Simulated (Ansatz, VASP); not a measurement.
Two plane-wave programs on Cd2HgO3

```
Cd Hg O
1.0
     3.01907   -1.74087    0.00000
     3.01907    1.74087    0.00000
    -2.16396    0.00000    8.99827
Cd Hg O
2 1 3
Cartesian
  1.0024 0.0000 1.3382
  2.8718 0.0000 7.6600
  -1.0820 0.0000 4.4991
  5.0268 0.0000 2.5048
  3.0191 0.0000 0.0000
  -1.1526 0.0000 6.4934
```

Change from the starting cell: the structure that the rattled cell fell into.

Alike in both runs: task single point; functional PBE; k mesh 6 × 6 × 2; occupations gaussian, width 0.1 eV; no spin polarisation.

|  | VASP | Ansatz |
| --- | --- | --- |
| version | VASP 6.6.1 | Ansatz 0.2.0 |
| potentials or method | VASP PAW PBE potentials, release 64 (Cd, Hg, O), cutoff 520 eV | scalar-relativistic, plane waves, PAW |
| valence electrons in the cell | 54 | 78 |

```csv
,VASP,Ansatz,Ansatz less VASP
gap on the k mesh at the Fermi level (eV),none,none,-
pressure (GPa),1.5,0.1,-1.39
"traceless stress, the component that is largest in VASP (GPa)",1.45,0.10,-1.350
rms of the force components (eV/Å),0.091,0.005,-0.0862
```

Atom by atom the forces differ by 0.087 eV/Å (rms over components). A gap of «none» marks a metal or a gap that the smearing closes. The functional is the same, so the differences come from potentials, cutoffs and numerics. VASP's potentials hold 54 valence electrons a cell and Ansatz's 78, so a difference there can come from the potentials and not from the codes.

Spin-orbit coupling is off throughout.
